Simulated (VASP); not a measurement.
# C in VASP: single point with PBEsol

Aim: the single point of C with PBEsol.

All numbers are computed with VASP 6.6.1; they aren't measurements. Logs are shortened: lines on timing, memory, paths and dates and some standing lists are left out, and cuts for length are marked.

## Step 1: The cell of the first run

The cell holds a slab with vacuum, 8 atoms: a = 2.513 Å, b = 2.513 Å, c = 23.668 Å, α = 90.00°, β = 90.00°, γ = 120.00°.

## Step 2: Single point, PBEsol

The input, INCAR:

```
SYSTEM = C
PREC = Accurate ; ENCUT = 520
EDIFF = 1E-6 ; ISMEAR = 0
SIGMA = 0.05 ; LREAL = .False.
LASPH = .True. ; NELM = 80
ALGO = Normal ; ISIF = 2
LWAVE = .False. ; LCHARG = .False.
LDIPOL = .True. ; IDIPOL = 3
DIPOL = 0.5 0.5 0.519 ; GGA = PS
NBANDS = 26
```

The input, KPOINTS:

```
Automatic mesh
0
Gamma
  12 12 1
  0 0 0
```

The input, POSCAR:

```
C
1.0
    2.5129226041      0.0000000000      0.0000000000
   -1.2564613021      2.1762548129      0.0000000000
    0.0000000000      0.0000000000     23.6683263218
C
8
Direct
    0.3333333333      0.6666666667      0.3591297451
    0.0000000000      0.0000000000      0.3808020920
    0.0000000000      0.0000000000      0.4458191327
    0.6666666667      0.3333333333      0.4674914796
    0.6666666667      0.3333333333      0.5466176653
    0.3333333333      0.6666666667      0.5553821985
    0.3333333333      0.6666666667      0.6969821925
    0.0000000000      0.0000000000      0.6970745186
```

Potentials or basis: VASP PAW PBE potentials, release 64 (C).

Launch:

```console
cat potpaw_PBE.64/C/POTCAR > POTCAR
mpirun -np 1 vasp_std > vasp.out
```

OUTCAR:

```text
SYSTEM = C
   PREC = Accurate
   ENCUT = 520
   EDIFF = 1E-6
   ISMEAR = 0
   LREAL = .False.
   LASPH = .True.
   NELM = 80
   ISIF = 2
   GGA = PS

 ion  position               nearest neighbor table
   1  0.333  0.667  0.359-   2 1.54   2 1.54   2 1.54
   2  0.000  0.000  0.381-   1 1.54   3 1.54   1 1.54   1 1.54
   3  0.000  0.000  0.446-   4 1.54   2 1.54   4 1.54   4 1.54
   4  0.667  0.333  0.467-   3 1.54   3 1.54   3 1.54   5 1.87
   5  0.667  0.333  0.547-   6 1.47   6 1.47   6 1.47   4 1.87
   6  0.333  0.667  0.555-   5 1.47   5 1.47   5 1.47
   7  0.333  0.667  0.697-   8 1.45   8 1.45   8 1.45
   8  0.000  0.000  0.697-   7 1.45   7 1.45   7 1.45

  LATTYP: Found a hexagonal cell.
 ALAT       =     2.5129226041
 C/A-ratio  =     9.4186451597

  Lattice vectors:

 A1 = (   2.5129226041,   0.0000000000,   0.0000000000)
 A2 = (  -1.2564613021,   2.1762548129,   0.0000000000)
 A3 = (   0.0000000000,   0.0000000000,  23.6683263218)

Analysis of symmetry for initial positions (statically):
=====================================================================
 Subroutine PRICEL returns:
 Original cell was already a primitive cell.

 Routine SETGRP: Setting up the symmetry group for a
 hexagonal supercell.

 Subroutine GETGRP returns: Found  6 space group operations
 (whereof  6 operations were pure point group operations)
 out of a pool of 24 trial point group operations.

The static configuration has the point symmetry C_3v.

Analysis of symmetry for dynamics (positions and initial velocities):
=====================================================================
 Subroutine PRICEL returns:
 Original cell was already a primitive cell.

 Routine SETGRP: Setting up the symmetry group for a
 hexagonal supercell.

 Subroutine GETGRP returns: Found  6 space group operations
 (whereof  6 operations were pure point group operations)
 out of a pool of 24 trial point group operations.

The dynamic configuration has the point symmetry C_3v.

 Subroutine INISYM returns: Found  6 space group operations
 (whereof  6 operations are pure point group operations),
 and found     1 'primitive' translations

----------------------------------------------------------------------------------------

                                     Primitive cell

  volume of cell :     129.4364

  direct lattice vectors                    reciprocal lattice vectors
[... 106 lines left out ...]
   EMIN   =  10.00;   EMAX   =-10.00  energy-range for DOS
   EFERMI =   0.00;   METHOD = LEGACY
   ISMEAR =     0;   SIGMA  =   0.05  broadening in eV -4-tet -1-fermi 0-gaus
   EFERMI_NEDOS =   21; number of points for ismear=-14 and -15
   IALGO  =     38    algorithm
   IMIX   =      4    mixing-type and parameters
     AMIX     =   0.40;   BMIX     =  1.00
     AMIX_MAG =   1.60;   BMIX_MAG =  1.00
  volume/ion in A,a.u.               =      16.18       109.18
  Fermi-wavevector in a.u.,A,eV,Ry     =   1.027478  1.941653 14.363831  1.055712
  Thomas-Fermi vector in A             =   2.161425
   LORBIT       =      0    0 simple, 1 ext, 2 COOP (PROOUT), +10 PAW based schemes
   GGA     = PS    functional components
   LHFCALC =     F    Hartree Fock is set to
   AEXX    =    0.0000 exact exchange contribution
   IVDW    =     0    specifies the selected vdW correction
   LEPSILON=     F    determine dielectric tensor
   LRPA    =     F    only Hartree local field effects (RPA)
 non-spin polarized calculation
 Gauss-broadening in eV      SIGMA  =   0.05
  energy-cutoff  :      520.00
  volume of cell :      129.44
 maximum number of plane-waves:      3509
 NGX is ok and might be reduce to    20
   NGX =  9   NGY =  9   NGZ = 89

 dipolmoment           0.000000      0.000000      0.114133 electrons x Angstroem

 number of electron      32.0000000 magnetization

 dipolmoment           0.000000      0.000000     -0.052409 electrons x Angstroem

 Free energy of the ion-electron system (eV)
  ---------------------------------------------------
  ext. energy  EPLUGINS =         0.00000000
  ---------------------------------------------------
  free energy    TOTEN  =       -72.81608824 eV

  energy without entropy =      -72.81242901  energy(sigma->0) =      -72.81425862

 E-fermi :   0.0223     XC(G=0):  -5.7924

 val. band max:        0.0197469883   @ k =   0.3333   0.3333   0.0000
 cond. band min:       0.0380236976   @ k =   0.4167   0.1667   0.0000
 fundamental gap:      0.0182767093
 Fermi energy:         0.0222746674

 k-point     1 :       0.0000    0.0000    0.0000
  band No.  band energies     occupation
      1     -21.1245      2.00000
      2     -19.6060      2.00000
      3     -19.0045      2.00000
      4     -17.1852      2.00000
      5     -11.0428      2.00000
      6      -7.5748      2.00000
[... 540 lines left out ...]
     25      12.5092      0.00000
     26      13.0065      0.00000

------------------------ aborting loop because EDIFF is reached ----------------------------------------

 vacuum level on the upper side and lower side of the slab       (xc-potential included)        -1.046         0.611

  FORCE on cell =-STRESS in cart. coord.  units (eV):
  Direction    XX          YY          ZZ          XY          YZ          ZX
  --------------------------------------------------------------------------------------
  -------------------------------------------------------------------------------------
  Total       -5.7696155     -5.7696155      0.1201548      0.0000000      0.0000000     -0.0000000
  in kB      -71.4169088    -71.4169088      1.4872892      0.0000000      0.0000000     -0.0000000
  external PRESSURE =     -47.1155095 kB  Pullay stress =       0.0000000 kB

 VOLUME and BASIS-vectors are now :
 -----------------------------------------------------------------------------
  energy-cutoff  :      520.00
  volume of cell :      129.44
      direct lattice vectors                 reciprocal lattice vectors
     2.512922604  0.000000000  0.000000000     0.397943016  0.229752507  0.000000000
    -1.256461302  2.176254813  0.000000000     0.000000000  0.459505015  0.000000000
     0.000000000  0.000000000 23.668326322     0.000000000  0.000000000  0.042250558

 POSITION                                       TOTAL-FORCE (eV/Angst)
 -----------------------------------------------------------------------------------
     -0.00000      1.45084      8.50000         0.000000     -0.000000      3.469202
      0.00000      0.00000      9.01295         0.000000     -0.000000     -5.496184
      0.00000      0.00000     10.55179         0.000000     -0.000000      4.393363
      1.25646      0.72542     11.06474         0.000000      0.000000     -2.380163
      1.25646      0.72542     12.93753        -0.000000      0.000000     -0.005391
     -0.00000      1.45084     13.14497         0.000000     -0.000000      0.017818
     -0.00000      1.45084     16.49640         0.000000     -0.000000     -0.000569
      0.00000      0.00000     16.49859        -0.000000      0.000000      0.001925
 -----------------------------------------------------------------------------------
    total drift:                                0.000002     -0.000001      0.000306

  FREE ENERGIE OF THE ION-ELECTRON SYSTEM (eV)
  ---------------------------------------------------
  free  energy   TOTEN  =       -72.8160882378 eV

  energy  without entropy=      -72.8124290121  energy(sigma->0) =      -72.81425862

 vacuum level on the upper side and lower side of the slab         4.381         6.073
```

It took 66 s on 1 thread of Intel Xeon 6975P-C (Granite Rapids), shared host; peak memory 0.24 GiB.

What came out:

```
Free energy   : -72.8161 eV
Largest force : 5.496 eV/Å
```

Forces on the atoms (eV/Å):
```
C    0.000  0.000  3.469
C    0.000  0.000 -5.496
C    0.000  0.000  4.393
C    0.000  0.000 -2.380
C    0.000  0.000 -0.005
C    0.000  0.000  0.018
C    0.000  0.000 -0.001
C    0.000  0.000  0.002
```

Caveat: the PAW data sets were made with another functional, which shifts forces and pressure a little.
